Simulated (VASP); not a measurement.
# TiAl (P-6m2) in VASP: a series of runs, part 3 of 3

VASP 6.6.1. The steps go on from the part before.

## (4) Single point, PBEsol

This run uses another cell than the first one, of 15.56 Å³/atom, 1.104 times its volume.

Input file INCAR:

```
PREC = Accurate ; ENCUT = 520
EDIFF = 1E-6 ; ISMEAR = -1
SIGMA = 0.05 ; LREAL = F
LASPH = T ; NELM = 100
ALGO = Fast ; ISIF = 2
LWAVE = F ; LCHARG = F
GGA = PS ; NBANDS = 14
```

Input file KPOINTS:

```
Automatic mesh
0
Gamma
  11 11 6
```

Input file POSCAR:

```
TiAl
1.0
    2.8047105280      0.0000000000      0.0000000000
   -1.4023552640      2.4289505675      0.0000000000
    0.0000000000      0.0000000000      4.5684174484
Ti Al
1 1
Direct
    0.0000000000      0.0000000000      0.0000000000
    0.3333333333      0.6666666667      0.5000000000
```

Potentials or basis: VASP PAW PBE potentials, release 64 (Ti_sv, Al).

On the command line:

```bash
$ cat potpaw_PBE.64/Ti_sv/POTCAR potpaw_PBE.64/Al/POTCAR > POTCAR
$ mpirun -np 1 vasp_std > vasp.out
```

OUTCAR:

```text
PREC = Accurate
   ENCUT = 520
   EDIFF = 1E-6
   ISMEAR = -1
   LREAL = F
   LASPH = T
   NELM = 100
   ISIF = 2
   GGA = PS

 ion  position               nearest neighbor table
   1  0.000  0.000  0.000-   2 2.80   2 2.80   2 2.80   2 2.80   2 2.80   2 2.80
   2  0.333  0.667  0.500-   1 2.80   1 2.80   1 2.80   1 2.80   1 2.80   1 2.80

  LATTYP: Found a hexagonal cell.
 ALAT       =     2.8047105280
 C/A-ratio  =     1.6288374158

  Lattice vectors:

 A1 = (   2.8047105280,   0.0000000000,   0.0000000000)
 A2 = (  -1.4023552640,   2.4289505675,   0.0000000000)
 A3 = (   0.0000000000,   0.0000000000,   4.5684174484)

Analysis of symmetry for initial positions (statically):
=====================================================================
 Subroutine PRICEL returns:
 Original cell was already a primitive cell.

 Routine SETGRP: Setting up the symmetry group for a
 hexagonal supercell.

 Subroutine GETGRP returns: Found 12 space group operations
 (whereof 12 operations were pure point group operations)
 out of a pool of 24 trial point group operations.

The static configuration has the point symmetry D_3h.

Analysis of symmetry for dynamics (positions and initial velocities):
=====================================================================
 Subroutine PRICEL returns:
 Original cell was already a primitive cell.

 Routine SETGRP: Setting up the symmetry group for a
 hexagonal supercell.

 Subroutine GETGRP returns: Found 12 space group operations
 (whereof 12 operations were pure point group operations)
 out of a pool of 24 trial point group operations.

The dynamic configuration has the point symmetry D_3h.

 Subroutine INISYM returns: Found 12 space group operations
 (whereof 12 operations are pure point group operations),
 and found     1 'primitive' translations

----------------------------------------------------------------------------------------

                                     Primitive cell

  volume of cell :      31.1224

  direct lattice vectors                    reciprocal lattice vectors
     2.804710528  0.000000000  0.000000000     0.356543034  0.205850216  0.000000000
    -1.402355264  2.428950567  0.000000000     0.000000000  0.411700433  0.000000000
     0.000000000  0.000000000  4.568417448     0.000000000  0.000000000  0.218894182

  length of vectors
     2.804710528  2.804710528  4.568417448     0.411700433  0.411700433  0.218894182

  position of ions in fractional coordinates (direct lattice)
     0.000000000  0.000000000  0.000000000
     0.333333333  0.666666667  0.500000000

  ion indices of the primitive-cell ions
   primitive index   ion index
                 1           1
                 2           2

----------------------------------------------------------------------------------------

 KPOINTS: Automatic mesh

Automatic generation of k-mesh.
 Grid dimensions read from file:
 generate k-points for:   11   11    6

 Generating k-lattice:

  Cartesian coordinates                     Fractional coordinates (reciprocal lattice)
     0.032413003  0.018713656  0.000000000     0.090909091  0.000000000  0.000000000
     0.000000000  0.037427312  0.000000000     0.000000000  0.090909091  0.000000000
     0.000000000  0.000000000  0.036482364     0.000000000  0.000000000  0.166666667

  Length of vectors
     0.037427312  0.037427312  0.036482364

  Shift w.r.t. Gamma in fractional coordinates (k-lattice)
     0.000000000  0.000000000  0.000000000

 Subroutine IBZKPT returns following result:
 ===========================================

 Found     64 irreducible k-points:

 Following reciprocal coordinates:
            Coordinates               Weight
  0.000000  0.000000  0.000000      1.000000
  0.090909 -0.000000  0.000000      6.000000
  0.181818  0.000000  0.000000      6.000000
  0.272727  0.000000  0.000000      6.000000
  0.363636  0.000000  0.000000      6.000000
  0.454545 -0.000000  0.000000      6.000000
[... 16 lines left out ...]
  0.090909  0.090909  0.166667     12.000000
  0.181818  0.090909  0.166667     24.000000
 [... further k-points ...]
   k-points           NKPTS =     64   k-points in BZ     NKDIM =     64   number of bands    NBANDS=     14
   number of dos      NEDOS =    301   number of ions     NIONS =      2
   total plane-waves  NPLWV =  20736
   dimension x,y,z NGX =    24 NGY =   24 NGZ =   36
   dimension x,y,z NGXF=    48 NGYF=   48 NGZF=   72
   ions per type =               1   1
   NGX,Y,Z   is equivalent  to a cutoff of  14.23, 14.23, 13.10 a.u.
   NGXF,Y,Z  is equivalent  to a cutoff of  28.45, 28.45, 26.20 a.u.
 SYSTEM =  unknown system
   PREC   = accura    normal or accurate (medium, high low for compatibility)
   ISTART =      0    job   : 0-new  1-cont  2-samecut
   ICHARG =      2    charge: 1-file 2-atom 10-const
   ISPIN  =      1    spin polarized calculation?
   LNONCOLLINEAR =      F non collinear calculations
   LSORBIT =      F    spin-orbit coupling
   LASPH  =      T    aspherical Exc in radial PAW
   ENCUT  =  520.0 eV  38.22 Ry    6.18 a.u.   5.21  5.21  8.49*2*pi/ulx,y,z
   NELM   =    100;   NELMIN=  2; NELMDL= -5     # of ELM steps
   EDIFF  = 0.1E-05   stopping-criterion for ELM
   LREAL  =      F    real-space projection
   EDIFFG = 0.1E-04   stopping-criterion for IOM
   NSW    =      0    number of steps for IOM
   IBRION =     -1    ionic relax: 0-MD 1-quasi-New 2-CG
   NFREE  =      0    steps in history (QN), initial steepest desc. (CG)
   ISIF   =      2    stress and relaxation
   ISYM   =      2    0-nonsym 1-usesym 2-fastsym
   POTIM  = 0.5000    time-step for ionic-motion
   TEBEG  =    0.0;   TEEND  =   0.0 temperature during run
   PSTRESS=    0.0 pullay stress
   NELECT =      15.0000    total number of electrons
   NUPDOWN=      -1.0000    fix difference up-down
   EMIN   =  10.00;   EMAX   =-10.00  energy-range for DOS
   EFERMI =   0.00;   METHOD = LEGACY
   ISMEAR =    -1;   SIGMA  =   0.05  broadening in eV -4-tet -1-fermi 0-gaus
   EFERMI_NEDOS =   21; number of points for ismear=-14 and -15
   IALGO  =     68    algorithm
   IMIX   =      4    mixing-type and parameters
     AMIX     =   0.40;   BMIX     =  1.00
     AMIX_MAG =   1.60;   BMIX_MAG =  1.00
  volume/ion in A,a.u.               =      15.56       105.01
  Fermi-wavevector in a.u.,A,eV,Ry     =   1.283555  2.425567 22.415774  1.647513
  Thomas-Fermi vector in A             =   2.415801
   LORBIT       =      0    0 simple, 1 ext, 2 COOP (PROOUT), +10 PAW based schemes
   GGA     = PS    functional components
   LHFCALC =     F    Hartree Fock is set to
   AEXX    =    0.0000 exact exchange contribution
   IVDW    =     0    specifies the selected vdW correction
   LEPSILON=     F    determine dielectric tensor
   LRPA    =     F    only Hartree local field effects (RPA)
 non-spin polarized calculation
 RMM-DIIS sequential band-by-band and
  energy-cutoff  :      520.00
  volume of cell :       31.12
 maximum number of plane-waves:       850
 NGX is ok and might be reduce to    24
   NGX = 11   NGY = 11   NGZ = 17

 number of electron      15.0000002 magnetization

 Free energy of the ion-electron system (eV)
  ---------------------------------------------------
  ext. energy  EPLUGINS =         0.00000000
  ---------------------------------------------------
  free energy    TOTEN  =       -12.91971712 eV

  energy without entropy =      -12.89776529  energy(sigma->0) =      -12.90874121

 E-fermi :   8.4617     XC(G=0): -11.3250

 val. band max:        8.4429534653   @ k =   0.3636   0.0909   0.5000
 cond. band min:       8.4656890518   @ k =   0.4545  -0.0000   0.3333
 fundamental gap:      0.0227355866
 Fermi energy:         8.4616517383

 k-point     1 :       0.0000    0.0000    0.0000
  band No.  band energies     occupation
      1     -47.6641      2.00000
      2     -24.0991      2.00000
      3     -23.5989      2.00000
      4     -23.5989      2.00000
      5      -0.7631      2.00000
      6       6.0987      2.00000
      7       6.6429      2.00000
      8       9.8325      0.00000
      9       9.8325      0.00000
     10      11.4646      0.00000
     11      11.4646      0.00000
     12      12.7407      0.00000
     13      21.8502      0.00000
     14      21.8503      0.00000
[... 375 lines left out ...]
 k-point    24 :       0.1818    0.0909    0.1667
  band No.  band energies     occupation
      1     -47.6050      2.00000
      2     -24.0432      2.00000
      3     -23.9323      2.00000
      4     -23.6898      2.00000
      5       0.8596      2.00000
      6       6.0350      2.00000
      7       7.8894      1.99998
      8       8.7677      0.00439
      9      10.8812      0.00000
     10      11.0438      0.00000
     11      11.1573      0.00000
     12      14.0246      0.00000
     13      15.5097      0.00000
     14      17.0820      0.00000

 [... further k-points ...]
[... 5 lines left out ...]
  --------------------------------------------------------------------------------------
  -------------------------------------------------------------------------------------
  Total        0.9520929      0.9520929      0.9766036      0.0000000     -0.0000000      0.0000000
  in kB       49.0136909     49.0136909     50.2755002      0.0000000     -0.0000000      0.0000000
  external PRESSURE =      49.4342940 kB  Pullay stress =       0.0000000 kB

 VOLUME and BASIS-vectors are now :
 -----------------------------------------------------------------------------
  energy-cutoff  :      520.00
  volume of cell :       31.12
      direct lattice vectors                 reciprocal lattice vectors
     2.804710528  0.000000000  0.000000000     0.356543034  0.205850216  0.000000000
    -1.402355264  2.428950567  0.000000000     0.000000000  0.411700433  0.000000000
     0.000000000  0.000000000  4.568417448     0.000000000  0.000000000  0.218894182

 POSITION                                       TOTAL-FORCE (eV/Angst)
 -----------------------------------------------------------------------------------
      0.00000      0.00000      0.00000         0.000000      0.000000      0.000000
     -0.00000      1.61930      2.28421        -0.000000     -0.000000      0.000000
 -----------------------------------------------------------------------------------
    total drift:                                0.000000     -0.000000      0.000000

  FREE ENERGIE OF THE ION-ELECTRON SYSTEM (eV)
  ---------------------------------------------------
  free  energy   TOTEN  =       -12.9197171190 eV

  energy  without entropy=      -12.8977652938  energy(sigma->0) =      -12.90874121
```

stdout:

```text
POSCAR found type information on POSCAR TiAl
 POSCAR found :  2 types and       2 ions
 scaLAPACK will be used
 -----------------------------------------------------------------------------
|                                                                             |
|                                                                             |
|     You enforced a specific xc type in the INCAR file but a different       |
|     I HOPE YOU KNOW WHAT YOU ARE DOING!                                     |
|                                                                             |
 -----------------------------------------------------------------------------

 LDA part: xc-table for (Slater+PW92), standard interpolation
 POSCAR, INCAR and KPOINTS ok, starting setup
 FFT: planning ... GRIDC
 FFT: planning ... GRID_SOFT
 FFT: planning ... GRID
 WAVECAR not read
 entering main loop
WARNING in EDDRMM: call to ZHEGV failed, returncode =   6  3      6
WARNING in EDDRMM: call to ZHEGV failed, returncode =   6  3     10
```

Run time: 58 s. Hardware: 1 thread of Intel Xeon Platinum 8259CL at 2.50GHz (Skylake/Cascade Lake), shared host; peak memory 0.17 GiB.

Results:

| Item | Value |
| --- | --- |
| Free energy | -12.9197 eV |
| Pressure | 4.9 GPa |

Caveat: the PAW data sets were made with another functional, which shifts forces and pressure a little.

## (5) Single point, PBEsol

This run uses another cell than the first one, of 15.95 Å³/atom, 1.131 times its volume.

Input file INCAR:

```
  PREC = Accurate
  ENCUT = 520
  EDIFF = 1E-6
  ISMEAR = -1
  SIGMA = 0.05
  LREAL = False
  LASPH = True
  NELM = 80
  ALGO = Normal
  ISIF = 2
  LWAVE = False
  LCHARG = False
  GGA = PS
  NBANDS = 14
```

KPOINTS is that of step 4.

Input file POSCAR:

```
TiAl
1.0
    2.8316598648      0.0000000000      0.0000000000
   -1.4158299324      2.4522893778      0.0000000000
    0.0000000000      0.0000000000      4.5940302230
Ti Al
1 1
Direct
    0.0000000000      0.0000000000      0.0000000000
    0.3333333333      0.6666666667      0.5000000000
```

On the command line:

```bash
$ cat potpaw_PBE.64/Ti_sv/POTCAR potpaw_PBE.64/Al/POTCAR > POTCAR
$ mpirun -np 1 vasp_std > vasp.out
```

Wall time 30 s (1 thread of Intel Xeon Platinum 8259CL at 2.50GHz (Skylake/Cascade Lake), shared host); peak memory 0.17 GiB.

It converged, with:

| Property | Result |
| --- | --- |
| Free energy | -12.9365 eV |
| Pressure | 2.0 GPa |

Stress tensor (GPa, compression positive):
```
1.92 0.00 0.00
0.00 1.92 0.00
0.00 0.00 2.04
```

Levels at points of the mesh, in eV from the Fermi level:
| k point | band 3 | band 4 | band 5 | band 6 | band 7 | band 8 | band 9 | band 10 | band 11 | band 12 |
| --- | --- | --- | --- | --- | --- | --- | --- | --- | --- | --- |
| (0.00, 0.00, 0.00) | -32.15 | -32.15 | -9.09 | -2.32 | -1.77 | 1.34 | 1.34 | 2.91 | 2.91 | 4.20 |
| (0.00, 0.00, 0.50) | -32.15 | -32.15 | -8.13 | -5.34 | -0.42 | 1.35 | 1.35 | 2.82 | 2.82 | 7.05 |

Caveat: the PAW data sets were made with another functional, which shifts forces and pressure a little.

## (6) The runs side by side

| cell | gap on the mesh (eV) | pressure (GPa) |
| --- | --- | --- |
| a = 2.702, b = 2.702, c = 4.458 Å, angles 90.0, 90.0, 120.0°, 2 atoms | none | 19.9 |
| a = 2.766, b = 2.766, c = 4.529 Å, angles 90.0, 90.0, 120.0°, 2 atoms | none | 9.9 |
| a = 2.805, b = 2.805, c = 4.568 Å, angles 90.0, 90.0, 120.0°, 2 atoms | none | 4.9 |
| a = 2.832, b = 2.832, c = 4.594 Å, angles 90.0, 90.0, 120.0°, 2 atoms | none | 2.0 |

Alike in all rows: task single point; level PBEsol; potentials or basis VASP PAW PBE potentials, release 64 (Ti_sv, Al); no spin polarisation; k mesh 11 × 11 × 6; cutoff (eV) 520; smearing fermi-dirac 0.05 eV.

Caveats: the PAW data sets were made with another functional, which shifts forces and pressure a little.

Total energies depend on the potentials used, so only differences within one code and one set of settings carry meaning.
